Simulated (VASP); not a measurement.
# KI (Fm-3m) in VASP: dielectric tensor with r2SCAN

Aim: the dielectric tensor of KI with r2SCAN.

All numbers are computed with VASP 6.6.1; they aren't measurements. Logs are shortened: lines on timing, memory, paths and dates and some standing lists are left out, and cuts for length are marked.

## 1. The cell of the first run

It takes space group Fm-3m (No. 225, cubic). The conventional cell has a = 7.089 Å, b = 7.089 Å, c = 7.089 Å, α = 90.00°, β = 90.00°, γ = 90.00°. Within 4.7 Å of K (site symmetry m-3m) lie 6 I at 3.54 Å. Within 4.7 Å of I (site symmetry m-3m) lie 6 K at 3.54 Å.

## 2. Dielectric tensor, r2SCAN

File INCAR:

```
ALGO = Normal
EDIFF = 1E-8
ENCUT = 520
ISIF = 2
ISMEAR = 0
LASPH = T
LCALCEPS = T
LCHARG = F
LMIXTAU = T
LREAL = F
LWAVE = F
METAGGA = R2SCAN
NELM = 80
PREC = Accurate
SIGMA = 0.01
```

File KPOINTS:

```
k-points
0
Gamma
  6 6 6
```

File POSCAR:

```
KI
1.0
    0.0000000000      3.5442847980      3.5442847980
    3.5442847980      0.0000000000      3.5442847980
    3.5442847980      3.5442847980      0.0000000000
K I
1 1
Direct
    0.0000000000      0.0000000000      0.0000000000
    0.5000000000      0.5000000000      0.5000000000
```

Potentials or basis: VASP PAW PBE potentials, release 64 (K_sv, I).

The run is started by

```
cat potpaw_PBE.64/K_sv/POTCAR potpaw_PBE.64/I/POTCAR > POTCAR
mpirun -np 1 vasp_std > vasp.out
```

OUTCAR:

```text
EDIFF = 1E-8
   ENCUT = 520
   ISIF = 2
   ISMEAR = 0
   LASPH = T
   LREAL = F
   METAGGA = R2SCAN
   NELM = 80
   PREC = Accurate

 ion  position               nearest neighbor table
   1  0.000  0.000  0.000-   2 3.54   2 3.54   2 3.54   2 3.54   2 3.54   2 3.54
   2  0.500  0.500  0.500-   1 3.54   1 3.54   1 3.54   1 3.54   1 3.54   1 3.54

  LATTYP: Found a face centered cubic cell.
 ALAT       =     7.0885695960

  Lattice vectors:

 A1 = (   0.0000000000,   3.5442847980,   3.5442847980)
 A2 = (   3.5442847980,   0.0000000000,   3.5442847980)
 A3 = (   3.5442847980,   3.5442847980,   0.0000000000)

Analysis of symmetry for initial positions (statically):
=====================================================================
 Subroutine PRICEL returns:
 Original cell was already a primitive cell.

 Routine SETGRP: Setting up the symmetry group for a
 face centered cubic supercell.

 Subroutine GETGRP returns: Found 48 space group operations
 (whereof 48 operations were pure point group operations)
 out of a pool of 48 trial point group operations.

The static configuration has the point symmetry O_h .

Analysis of symmetry for dynamics (positions and initial velocities):
=====================================================================
 Subroutine PRICEL returns:
 Original cell was already a primitive cell.

 Routine SETGRP: Setting up the symmetry group for a
 face centered cubic supercell.

 Subroutine GETGRP returns: Found 48 space group operations
 (whereof 48 operations were pure point group operations)
 out of a pool of 48 trial point group operations.

The dynamic configuration has the point symmetry O_h .

 Subroutine INISYM returns: Found 48 space group operations
 (whereof 48 operations are pure point group operations),
 and found     1 'primitive' translations

----------------------------------------------------------------------------------------

                                     Primitive cell

  volume of cell :      89.0463

  direct lattice vectors                    reciprocal lattice vectors
     0.000000000  3.544284798  3.544284798    -0.141072185  0.141072185  0.141072185
     3.544284798  0.000000000  3.544284798     0.141072185 -0.141072185  0.141072185
[... 134 lines left out ...]
 fundamental gap:  10000.8055161507
 Fermi energy:        -0.7090700828

 k-point     1 :       0.0000    0.0000    0.0000
  band No.  band energies     occupation
      1     -30.4812      2.00000
      2     -13.1951      2.00000
      3     -13.1951      2.00000
      4     -13.1951      2.00000
      5     -11.6034      2.00000
      6      -0.8055      2.00000
      7      -0.8055      2.00000
      8      -0.8055      2.00000
      9   10000.0000      0.00000
     10   10000.0000      0.00000
     11   10000.0000      0.00000
     12   10000.0000      0.00000
[... 331 lines left out ...]
 k-point    24 :       0.0000    0.3333    0.1667
  band No.  band energies     occupation
      1     -30.4798      2.00000
      2     -13.2730      2.00000
      3     -13.2019      2.00000
      4     -13.2008      2.00000
      5     -11.4328      2.00000
      6      -1.6782      2.00000
      7      -1.0896      2.00000
      8      -1.0418      2.00000
      9   10000.0000      0.00000
     10   10000.0000      0.00000
     11   10000.0000      0.00000
     12   10000.0000      0.00000

 [... further k-points ...]

------------------------ aborting loop because EDIFF is reached ----------------------------------------

            Ionic dipole moment: p[ion]=(   -24.80999   -24.80999   -24.80999 ) |e| Angst

 Total electronic dipole moment: p[elc]=(     0.00000     0.00000     0.00848 ) |e| Angst

 MACROSCOPIC STATIC DIELECTRIC TENSOR (including local field effects)
 ------------------------------------------------------
           2.723724     0.000000     0.000000
          -0.000000     2.723724     0.000000
           0.000000     0.000000     2.723724
 ------------------------------------------------------

 PIEZOELECTRIC TENSOR (including local field effects) (e Angst)
          XX          YY          ZZ          XY          YZ          ZX
  --------------------------------------------------------------------------------
  x     0.00000     0.00000     0.00000     0.00000     0.00000     0.00000
  y     0.00000     0.00000     0.00000     0.00000     0.00000     0.00000
  z     0.00000     0.00000     0.00000     0.00000     0.00000     0.00000

 PIEZOELECTRIC TENSOR (including local field effects) (C/m^2)
          XX          YY          ZZ          XY          YZ          ZX
  --------------------------------------------------------------------------------
  x     0.00000     0.00000     0.00000     0.00000     0.00000     0.00000
  y     0.00000     0.00000     0.00000     0.00000     0.00000     0.00000
  z     0.00000     0.00000     0.00000     0.00000     0.00000     0.00000

 BORN EFFECTIVE CHARGES (including local field effects) (in |e|, cummulative output)
 ---------------------------------------------------------------------------------
 ion    1
    1     1.12055     0.00000    -0.00000
    2    -0.00000     1.12055    -0.00000
    3     0.00000     0.00000     1.12055
 ion    2
    1    -1.12055    -0.00000     0.00000
    2    -0.00000    -1.12055     0.00000
    3    -0.00000    -0.00000    -1.12055

  FORCE on cell =-STRESS in cart. coord.  units (eV):
  Direction    XX          YY          ZZ          XY          YZ          ZX
  --------------------------------------------------------------------------------------
  -------------------------------------------------------------------------------------
  Total        0.0114241      0.0114241      0.0114241      0.0000000     -0.0000000      0.0000000
  in kB        0.2055490      0.2055490      0.2055490      0.0000000     -0.0000000      0.0000000
  external PRESSURE =       0.2055490 kB  Pullay stress =       0.0000000 kB

 VOLUME and BASIS-vectors are now :
 -----------------------------------------------------------------------------
  energy-cutoff  :      520.00
  volume of cell :       89.05
      direct lattice vectors                 reciprocal lattice vectors
     0.000000000  3.544284798  3.544284798    -0.141072185  0.141072185  0.141072185
     3.544284798  0.000000000  3.544284798     0.141072185 -0.141072185  0.141072185
     3.544284798  3.544284798  0.000000000     0.141072185  0.141072185 -0.141072185

 POSITION                                       TOTAL-FORCE (eV/Angst)
 -----------------------------------------------------------------------------------
      0.00000      0.00000      0.00000         0.000000      0.000000      0.000000
      3.54428      3.54428      3.54428        -0.000000     -0.000000     -0.000000
 -----------------------------------------------------------------------------------
    total drift:                                0.000000     -0.000000     -0.000000

  FREE ENERGIE OF THE ION-ELECTRON SYSTEM (eV)
  ---------------------------------------------------
  free  energy   TOTEN  =       -33.9843779607 eV

  energy  without entropy=      -33.9843779607  energy(sigma->0) =      -33.98437796
```

Wall time 28 min (1 thread of Intel Xeon 6975P-C (Granite Rapids), shared host); peak memory 0.52 GiB.

Results:

| Property | Result |
| --- | --- |
| Band gap on the k mesh | 4.58 eV |
| Electronic dielectric tensor (diagonal) | 2.72 |
| Born charges (mean of the diagonal) | K +1.12; I -1.12 e |

Levels at points of the mesh, in eV from the valence-band top:
```tsv
k point	band 6	band 7	band 8	band 9	band 10	band 11
(0.00, 0.00, 0.00)	0.00	0.00	0.00	4.58	7.05	7.05
(0.50, 0.00, 0.00)	-1.30	-0.33	-0.33	6.01	8.31	8.75
(0.50, 0.50, 0.00)	-1.00	-0.37	-0.37	5.39	6.47	8.83
```

Electronic dielectric tensor:
```
2.72 0.00 0.00
0.00 2.72 0.00
0.00 0.00 2.72
```

Born effective charge tensors (e):
atom 1, K
```
1.12 0.00 0.00
0.00 1.12 0.00
0.00 0.00 1.12
```
atom 2, I
```
-1.12  0.00  0.00
 0.00 -1.12  0.00
 0.00  0.00 -1.12
```

Dipole moments of the cell (e·Å, modulo the quantum): ionic -24.810, -24.810, -24.810; electronic 0.000, 0.000, 0.008

Caveat: the PAW data sets were made with another functional, which shifts forces and pressure a little; spin-orbit coupling is left out, which moves the levels of the heavy elements.
